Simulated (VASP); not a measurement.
Set up this calculation in VASP 6.6.1, as the native input.

* Task: single point
* Functional: r2SCAN
* Potentials or basis: VASP PAW PBE potentials, release 64 (C, Si)
* Cutoff: 520 eV
* k mesh: 10 × 10 × 10
* Occupations: gaussian, width 0.01 eV
* Spin: no spin polarisation
* Dipole correction: no
* Further INCAR settings: ALGO = Normal; EDIFF = 1e-06; NBANDS = 16

Crystal: SiC3.

```
CELL_PARAMETERS angstrom
1.37396 0.79326 4.69740
-1.37396 0.79326 4.69740
0.00000 -1.58651 4.69740
ATOMIC_POSITIONS crystal
C 0.00870 0.00870 0.00870
C 0.48781 0.48781 0.48781
C 0.37898 0.37898 0.37898
Si 0.87450 0.87450 0.87450
```

This cell differs from its parent crystal: epitaxial xy strain -2.9%.

One way to write it, as run:

POSCAR

```
SiC3
1.0
    1.3739617443      0.7932571828      4.6973960637
   -1.3739617443      0.7932571828      4.6973960637
    0.0000000000     -1.5865143660      4.6973960636
C Si
3 1
Direct
    1.0087035159      0.0087035159      0.0087035159
    0.4878149803      0.4878149803      0.4878149803
    0.3789771080      0.3789771080      0.3789771080
    0.8745043958      0.8745043958      0.8745043958
```

INCAR.step1

```
ALGO     = Normal         # electronic algorithm
EDIFF    = 1E-4           # SCF threshold, eV
ENCUT    = 520            # plane-wave cutoff, eV
GGA      = PE             # functional
ISMEAR   = 0              # smearing method
LASPH    = True           # aspherical terms in the spheres
LCHARG   = False          # write CHGCAR
LREAL    = False          # projectors in reciprocal space
LWAVE    = True           # write WAVECAR
NBANDS   = 16             # bands
NELM     = 60             # most SCF steps
PREC     = Accurate       # precision mode
SIGMA    = 0.01           # smearing width, eV
```

INCAR.step2

```
ALGO     = Normal         # electronic algorithm
EDIFF    = 1E-6           # SCF threshold, eV
ENCUT    = 520            # plane-wave cutoff, eV
ISIF     = 2              # what is computed and relaxed
ISMEAR   = 0              # smearing method
ISTART   = 1            
LASPH    = True           # aspherical terms in the spheres
LCHARG   = False          # write CHGCAR
LMIXTAU  = True         
LREAL    = False          # projectors in reciprocal space
LWAVE    = False          # write WAVECAR
METAGGA  = R2SCAN         # meta-GGA
NBANDS   = 16             # bands
NELM     = 60             # most SCF steps
PREC     = Accurate       # precision mode
SIGMA    = 0.01           # smearing width, eV
```

KPOINTS

```
k-points
0
Gamma
  10 10 10
```

Potentials or basis: VASP PAW PBE potentials, release 64 (C, Si).

Run with:

```bash
$ cat potpaw_PBE.64/C/POTCAR potpaw_PBE.64/Si/POTCAR > POTCAR
$ cp INCAR.step1 INCAR
$ mpirun -np 1 vasp_std > vasp.out
$ cp INCAR.step2 INCAR
$ mpirun -np 1 vasp_std > vasp.out
```

It gave:

* Pressure: 15.3 GPa
* Largest force: 0.090 eV/Å
* Band gap on the k mesh: 1.36 eV, indirect (least direct gap 3.25 eV)

Caveat: the cell differs from its parent crystal (epitaxial xy strain -2.9%); the PAW data sets were made with another functional, which shifts forces and pressure a little.

It took 4.9 min on 1 thread of Intel(R) Xeon(R) 6975P-C (Granite Rapids) (shared host), peak memory 0.26 GiB.
